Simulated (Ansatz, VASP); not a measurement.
# Two plane-wave programs on Co2Ni3Pt3

Contents of INCAR:

```
PREC = Accurate
ENCUT = 600
EDIFF = 1E-6
ISMEAR = -1
SIGMA = 0.1
LREAL = F
LASPH = T
NELM = 200
ALGO = Normal
ISIF = 2
LWAVE = F
LCHARG = F
ISPIN = 2
MAGMOM = 0.34 0.33 0.3 0.63 0.74 0.7 1.85 1.91
LORBIT = 11
LMAXMIX = 4
GGA = PE
NBANDS = 53
GGA_COMPAT = F
```

The input KPOINTS:

```
regular mesh
0
Gamma
  1 1 1
```

File POSCAR:

```
Co2Ni3Pt3
1.0
    1.8450807000      3.6901613000      1.8450807000
    3.6901613000     -1.8450807000     -1.8450807000
    0.0000000000      3.6901613000     -3.6901613000
Pt Ni Co
3 3 2
Direct
    0.0109294000      0.4929315000      0.7326978000
    0.4960886000      0.7681072000      0.3797749000
    0.0237380000      0.0117477000      0.4991216000
    0.4877348000      0.7674707000      0.8652480000
    0.0058307000      0.4880667000      0.2358023000
    0.9836975000      0.0039390000      0.0112488000
    0.4949742000      0.2321092000      0.6390623000
    0.5107365000      0.2454097000      0.1296090000
```

Input for Ansatz:

```yaml
crystal:
  lattice:
    - [1.8450807, 3.6901613, 1.8450807]
    - [3.6901613, -1.8450807, -1.8450807]
    - [0.0, 3.6901613, -3.6901613]
  atoms:
    - { symbol: Pt, position: [0.0109294, 0.4929315, 0.7326978] }
    - { symbol: Ni, position: [0.4877348, 0.7674707, 0.865248] }
    - { symbol: Ni, position: [0.0058307, 0.4880667, 0.2358023] }
    - { symbol: Pt, position: [0.4960886, 0.7681072, 0.3797749] }
    - { symbol: Pt, position: [0.023738, 0.0117477, 0.4991216] }
    - { symbol: Co, position: [0.4949742, 0.2321092, 0.6390623] }
    - { symbol: Ni, position: [0.9836975, 0.003939, 0.0112488] }
    - { symbol: Co, position: [0.5107365, 0.2454097, 0.129609] }
kpoints:
  mp_grid: { grid: [1, 1, 1], shift: [0, 0, 0] }
hamiltonian:
  pseudopotentials: { kind: paw, source: ansatz }
  xc: pbe
magnetization:
  spin_polarized: true
scf:
  occupations: { method: fermi_dirac }
```

Alike in both runs: task single point; functional PBE; k mesh 1 × 1 × 1; collinear spin.

```csv
,VASP,Ansatz
version,VASP 6.6.1,Ansatz 0.2 development build
potentials or method,"VASP PAW PBE potentials, release 64 (Pt, Ni, Co)","PAW hard, scalar-relativistic"
plane-wave cutoff (eV),600,920
occupations,"fermi-dirac, width 0.1 eV",fermi-dirac
```

|  | VASP | Ansatz | Ansatz less VASP |
| --- | --- | --- | --- |
| net moment per atom (μB) | 0.74 | 0.74 | +0.003 |
| size of the moment on the site where the two differ most (μB) | 0.54 | 0.58 | +0.037 |

Site moments also hang on the region over which each program counts them. Ansatz's warnings: stability check not made.

The k mesh is coarse, so the values compare programs but aren't converged. Spin-orbit coupling is off throughout.
